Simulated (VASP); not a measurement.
# LiLaTe3 (Pm-3m) in VASP: a series of runs

Runs on LiLaTe3. Level: LDA. Tasks: relaxation of cell and atoms, single point.

Everything below comes from runs of VASP 6.6.1. Logs are shortened: lines on timing, memory, paths and dates and some standing lists are left out, and cuts for length are marked.

## (1) The cell of the first run

Symmetry: Pm-3m, No. 221, cubic system. Conventional cell: a = 4.480 Å, b = 4.480 Å, c = 4.480 Å, α = 90.00°, β = 90.00°, γ = 90.00°. La (site symmetry m-3m) has 12 Te at 3.17 Å and 8 Li at 3.88 Å within 4.2 Å. Li (site symmetry m-3m) has 6 Te at 2.24 Å within 3.0 Å. Within 3.0 Å of Te (site symmetry 4/mmm) lie 2 Li at 2.24 Å.

## (2) Relaxation of cell and atoms, LDA

Input file INCAR:

```
ALGO = Normal ; EDIFF = 1E-6
EDIFFG = -0.03 ; ENCUT = 600
IBRION = 2 ; ISIF = 3
ISMEAR = 1 ; LASPH = True
LCHARG = False ; LREAL = False
LWAVE = False ; NELM = 60
NSW = 80 ; PREC = Accurate
SIGMA = 0.02
```

Input file KPOINTS:

```
k-points
0
Gamma
  9 9 9
```

Input file POSCAR:

```
LiLaTe3
1.0
    4.4800000000      0.0000000000      0.0000000000
    0.0000000000      4.4800000000      0.0000000000
    0.0000000000      0.0000000000      4.4800000000
La Li Te
1 1 3
Direct
    0.0000000000      0.0000000000      0.0000000000
    0.5000000000      0.5000000000      0.5000000000
    0.5000000000      0.5000000000      0.0000000000
    0.0000000000      0.5000000000      0.5000000000
    0.5000000000      0.0000000000      0.5000000000
```

Potentials or basis: VASP PAW LDA potentials, release 64 (La, Li_sv, Te).

Run with:

```console
cat potpaw_LDA.64/La/POTCAR potpaw_LDA.64/Li_sv/POTCAR potpaw_LDA.64/Te/POTCAR > POTCAR
mpirun -np 1 vasp_std > vasp.out
```

OUTCAR:

```text
EDIFF = 1E-6
   EDIFFG = -0.03
   ENCUT = 600
   IBRION = 2
   ISIF = 3
   ISMEAR = 1
   LASPH = True
   LREAL = False
   NELM = 60
   NSW = 80
   PREC = Accurate

 ion  position               nearest neighbor table
   1  0.000  0.000  0.000-   3 3.17   4 3.17   5 3.17   4 3.17   5 3.17   3 3.17   4 3.17   4 3.17
                             3 3.17   5 3.17   5 3.17   3 3.17
   2  0.500  0.500  0.500-   3 2.24   4 2.24   5 2.24   3 2.24   5 2.24   4 2.24
   3  0.500  0.500  0.000-   2 2.24   2 2.24   4 3.17   5 3.17   1 3.17   4 3.17   5 3.17   1 3.17
                             5 3.17   5 3.17   1 3.17   4 3.17   4 3.17   1 3.17
   4  0.000  0.500  0.500-   2 2.24   2 2.24   3 3.17   5 3.17   1 3.17   3 3.17   1 3.17   5 3.17
                             1 3.17   1 3.17   3 3.17   5 3.17   3 3.17   5 3.17
   5  0.500  0.000  0.500-   2 2.24   2 2.24   3 3.17   4 3.17   1 3.17   3 3.17   1 3.17   3 3.17
                             4 3.17   3 3.17   1 3.17   4 3.17   1 3.17   4 3.17

  LATTYP: Found a simple cubic cell.
 ALAT       =     4.4800000000

  Lattice vectors:

 A1 = (   4.4800000000,   0.0000000000,   0.0000000000)
 A2 = (   0.0000000000,   4.4800000000,   0.0000000000)
 A3 = (   0.0000000000,   0.0000000000,   4.4800000000)

Analysis of symmetry for initial positions (statically):
=====================================================================
 Subroutine PRICEL returns:
 Original cell was already a primitive cell.

 Routine SETGRP: Setting up the symmetry group for a
 simple cubic supercell.

 Subroutine GETGRP returns: Found 48 space group operations
 (whereof 48 operations were pure point group operations)
 out of a pool of 48 trial point group operations.

The static configuration has the point symmetry O_h .

Analysis of symmetry for dynamics (positions and initial velocities):
=====================================================================
 Subroutine PRICEL returns:
 Original cell was already a primitive cell.

 Routine SETGRP: Setting up the symmetry group for a
 simple cubic supercell.

 Subroutine GETGRP returns: Found 48 space group operations
 (whereof 48 operations were pure point group operations)
 out of a pool of 48 trial point group operations.

The dynamic configuration has the point symmetry O_h .

 Subroutine INISYM returns: Found 48 space group operations
 (whereof 48 operations are pure point group operations),
 and found     1 'primitive' translations

----------------------------------------------------------------------------------------

                                     Primitive cell

  volume of cell :      89.9154

  direct lattice vectors                    reciprocal lattice vectors
     4.480000000  0.000000000  0.000000000     0.223214286  0.000000000  0.000000000
[... 71 lines left out ...]
  0.333333  0.333333  0.111111     24.000000
  0.444444  0.333333  0.111111     48.000000
 [... further k-points ...]
   k-points           NKPTS =     35   k-points in BZ     NKDIM =     35   number of bands    NBANDS=     20
   number of dos      NEDOS =    301   number of ions     NIONS =      5
   total plane-waves  NPLWV =  46656
   dimension x,y,z NGX =    36 NGY =   36 NGZ =   36
   dimension x,y,z NGXF=    72 NGYF=   72 NGZF=   72
   ions per type =               1   1   3
   NGX,Y,Z   is equivalent  to a cutoff of  13.36, 13.36, 13.36 a.u.
   NGXF,Y,Z  is equivalent  to a cutoff of  26.72, 26.72, 26.72 a.u.
 SYSTEM =  unknown system
   PREC   = accura    normal or accurate (medium, high low for compatibility)
   ISTART =      0    job   : 0-new  1-cont  2-samecut
   ICHARG =      2    charge: 1-file 2-atom 10-const
   ISPIN  =      1    spin polarized calculation?
   LNONCOLLINEAR =      F non collinear calculations
   LSORBIT =      F    spin-orbit coupling
   LASPH  =      T    aspherical Exc in radial PAW
   ENCUT  =  600.0 eV  44.10 Ry    6.64 a.u.   8.95  8.95  8.95*2*pi/ulx,y,z
   NELM   =     60;   NELMIN=  2; NELMDL= -5     # of ELM steps
   EDIFF  = 0.1E-05   stopping-criterion for ELM
   LREAL  =      F    real-space projection
   EDIFFG = -.3E-01   stopping-criterion for IOM
   NSW    =     80    number of steps for IOM
   IBRION =      2    ionic relax: 0-MD 1-quasi-New 2-CG
   NFREE  =      1    steps in history (QN), initial steepest desc. (CG)
   ISIF   =      3    stress and relaxation
   ISYM   =      2    0-nonsym 1-usesym 2-fastsym
   POTIM  = 0.5000    time-step for ionic-motion
   TEBEG  =    0.0;   TEEND  =   0.0 temperature during run
   PSTRESS=    0.0 pullay stress
   NELECT =      32.0000    total number of electrons
   NUPDOWN=      -1.0000    fix difference up-down
   EMIN   =  10.00;   EMAX   =-10.00  energy-range for DOS
   EFERMI =   0.00;   METHOD = LEGACY
   ISMEAR =     1;   SIGMA  =   0.02  broadening in eV -4-tet -1-fermi 0-gaus
   EFERMI_NEDOS =   21; number of points for ismear=-14 and -15
   IALGO  =     38    algorithm
   IMIX   =      4    mixing-type and parameters
     AMIX     =   0.40;   BMIX     =  1.00
     AMIX_MAG =   1.60;   BMIX_MAG =  1.00
  volume/ion in A,a.u.               =      17.98       121.36
  Fermi-wavevector in a.u.,A,eV,Ry     =   1.160148  2.192362 18.312678  1.345944
  Thomas-Fermi vector in A             =   2.296734
   LORBIT       =      0    0 simple, 1 ext, 2 COOP (PROOUT), +10 PAW based schemes
   GGA     = CA    functional components
   LHFCALC =     F    Hartree Fock is set to
   AEXX    =    0.0000 exact exchange contribution
   IVDW    =     0    specifies the selected vdW correction
   LEPSILON=     F    determine dielectric tensor
   LRPA    =     F    only Hartree local field effects (RPA)
 conjugate gradient relaxation of ions
 non-spin polarized calculation
 Methfessel and Paxton  Order N= 1 SIGMA  =   0.02
  energy-cutoff  :      600.00
  volume of cell :       89.92
 maximum number of plane-waves:      3037
 NGX is ok and might be reduce to    36
   NGX = 17   NGY = 17   NGZ = 17

--------------------------------------- Ionic step        1  -------------------------------------------

 number of electron      32.0000004 magnetization

 Free energy of the ion-electron system (eV)
  ---------------------------------------------------
  ext. energy  EPLUGINS =         0.00000000
  ---------------------------------------------------
  free energy    TOTEN  =       -18.74274584 eV

  energy without entropy =      -18.74268834  energy(sigma->0) =      -18.74272667

 E-fermi :  13.2155     XC(G=0): -11.6894

 val. band max:       13.2112637003   @ k =   0.2222   0.1111   0.1111
 cond. band min:      13.2464453538   @ k =   0.4444   0.4444   0.1111
 fundamental gap:      0.0351816535
 Fermi energy:        13.2155159076
[... 1190 lines left out ...]
--------------------------------------- Ionic step        3  -------------------------------------------

 number of electron      32.0000017 magnetization

 Free energy of the ion-electron system (eV)
  ---------------------------------------------------
  ext. energy  EPLUGINS =         0.00000000
  ---------------------------------------------------
  free energy    TOTEN  =       -22.58745552 eV

  energy without entropy =      -22.58725936  energy(sigma->0) =      -22.58739013

 E-fermi :   7.7525     XC(G=0): -10.0421

 val. band max:        7.7481976352   @ k =   0.4444   0.3333   0.3333
 cond. band min:       7.7555233744   @ k =   0.1111   0.1111   0.0000
 fundamental gap:      0.0073257392
 Fermi energy:         7.7525331292
[... 584 lines left out ...]
  FREE ENERGIE OF THE ION-ELECTRON SYSTEM (eV)
  ---------------------------------------------------
  free  energy   TOTEN  =       -22.5874555161 eV

  energy  without entropy=      -22.5872593586  energy(sigma->0) =      -22.58739013

 reached required accuracy - stopping structural energy minimisation
```

OSZICAR:

```text
N       E                     dE             d eps       ncg     rms          rms(c)
[... 61 lines left out ...]
DAV:   7    -0.225955311959E+02    0.94942E-02   -0.43412E-02  2236   0.140E+00    0.577E-01
DAV:   8    -0.225895822035E+02    0.59490E-02   -0.15303E-02  2132   0.103E+00    0.326E-01
DAV:   9    -0.225875822891E+02    0.19999E-02   -0.85245E-03  2552   0.676E-01    0.105E-01
DAV:  10    -0.225875265661E+02    0.55723E-04   -0.38004E-04  2428   0.130E-01    0.561E-02
DAV:  11    -0.225874643043E+02    0.62262E-04   -0.22251E-04  2460   0.120E-01    0.187E-02
DAV:  12    -0.225874580727E+02    0.62316E-05   -0.29115E-05  2552   0.410E-02    0.136E-02
DAV:  13    -0.225874554652E+02    0.26075E-05   -0.17621E-05  2316   0.323E-02    0.335E-03
DAV:  14    -0.225874555161E+02   -0.50851E-07   -0.61541E-07  1096   0.710E-03
   3 F= -.22587456E+02 E0= -.22587390E+02  d E =-.384471E+01
```

CONTCAR:

```text
LiLaTe3
   1.00000000000000
     5.0619048194123089    0.0000000000000000   -0.0000000000000000
    -0.0000000000000000    5.0619048194123089   -0.0000000000000000
    -0.0000000000000000    0.0000000000000000    5.0619048194123089
  La              Li              Te
     1     1     3
Direct
     0.0000000000000000    0.0000000000000000    0.0000000000000000
     0.5000000000000000    0.5000000000000000    0.5000000000000000
     0.5000000000000000    0.5000000000000000    0.0000000000000000
     0.0000000000000000    0.5000000000000000    0.5000000000000000
     0.5000000000000000    0.0000000000000000    0.5000000000000000

  0.00000000E+00  0.00000000E+00  0.00000000E+00
  0.00000000E+00  0.00000000E+00  0.00000000E+00
  0.00000000E+00  0.00000000E+00  0.00000000E+00
  0.00000000E+00  0.00000000E+00  0.00000000E+00
  0.00000000E+00  0.00000000E+00  0.00000000E+00
```

Wall time 4.9 min (1 thread of AMD EPYC 7R13 (Zen 3), shared host); peak memory 0.23 GiB.

What came out:

* Free energy: -22.5875 eV
* Relaxed volume: 25.94 Å³/atom
* Relaxed cell: a = 5.062 Å, b = 5.062 Å, c = 5.062 Å, α = 90.00°, β = 90.00°, γ = 90.00°
* Space group after relaxing (to 0.05 Å): Pm-3m (No. 221)
* Energy gained by relaxing: 768.9 meV/atom
* Ionic steps: 3
* Pressure after relaxing: 0.1 GPa
* Band gap on the k mesh: zero (band 16 reaches 8.24 eV, above the bottom of band 17 at 7.04 eV)

The path:
| step | energy change (eV) | largest force (eV/Å) | pressure (GPa) | volume (Å³) |
| --- | --- | --- | --- | --- |
| 1 | 0.0000 | 0.0000 | 42.35 | 89.92 |
| 2 | -2.7146 | 0.0000 | -7.83 | 167.05 |
| 3 | -3.8447 | 0.0000 | 0.10 | 129.70 |

Final structure:
```yaml
crystal:
  lattice:
    - [5.06190, 0.00000, 0.00000]
    - [0.00000, 5.06190, 0.00000]
    - [0.00000, 0.00000, 5.06190]
  atoms:
    - { symbol: La, position: [0.00000, 0.00000, 0.00000] }
    - { symbol: Li, position: [0.50000, 0.50000, 0.50000] }
    - { symbol: Te, position: [0.50000, 0.50000, 0.00000] }
    - { symbol: Te, position: [0.00000, 0.50000, 0.50000] }
    - { symbol: Te, position: [0.50000, 0.00000, 0.50000] }
```

Caveat: the cutoff is under 1.25 times the usual one of these potentials, so pressure, stress and relaxed cells hold a basis-set (Pulay) error; the volume moved by over 15 % at a fixed basis, so the end points are rough; spin-orbit coupling is left out, which moves the levels of the heavy elements.

## (3) Single point, LDA

This run uses another cell than the first one, of 25.62 Å³/atom, 1.424 times its volume.

Input file INCAR:

```
ALGO = Normal ; EDIFF = 1E-6
ENCUT = 520 ; ISIF = 2
ISMEAR = 1 ; LASPH = T
LCHARG = F ; LREAL = F
LWAVE = F ; NBANDS = 24
NELM = 80 ; PREC = Accurate
SIGMA = 0.02
```

Input file KPOINTS:

```
k-points
0
Gamma
  8 8 8
```

Edit POSCAR of step 2 so:

```diff
@@ -2,5 +2,5 @@
 1.0
-    4.4800000000      0.0000000000      0.0000000000
-    0.0000000000      4.4800000000      0.0000000000
-    0.0000000000      0.0000000000      4.4800000000
+    5.0406757591      0.0000000000      0.0000000000
+    0.0000000000      5.0406757591      0.0000000000
+    0.0000000000      0.0000000000      5.0406757591
 La Li Te
```

Potentials or basis: VASP PAW LDA potentials, release 64 (La, Li_sv, Te).

Run with:

```console
cat potpaw_LDA.64/La/POTCAR potpaw_LDA.64/Li_sv/POTCAR potpaw_LDA.64/Te/POTCAR > POTCAR
mpirun -np 1 vasp_std > vasp.out
```

Run time: 61 s. Hardware: 1 thread of Intel Xeon 6975P-C (Granite Rapids), shared host; peak memory 0.28 GiB.

It converged, with:

| Property | Result |
| --- | --- |
| Free energy | -22.5781 eV |
| Band gap on the k mesh | zero (band 16 reaches 8.53 eV, above the bottom of band 17 at 7.16 eV) |

Levels at points of the mesh, in eV from the Fermi level:
```tsv
k point	band 14	band 15	band 16	band 17	band 18	band 19
(0.00, 0.00, 0.00)	-1.40	0.32	0.32	0.32	0.54	0.54
(0.50, 0.00, 0.00)	-2.30	-2.01	-0.73	-0.73	1.15	1.15
(0.50, 0.50, 0.00)	-2.15	-2.15	0.23	0.54	1.14	1.14
(0.50, 0.50, 0.50)	0.43	0.43	0.64	0.64	1.19	1.19
```

Caveat: the cutoff is under 1.25 times the usual one of these potentials, so pressure, stress and relaxed cells hold a basis-set (Pulay) error; spin-orbit coupling is left out, which moves the levels of the heavy elements.
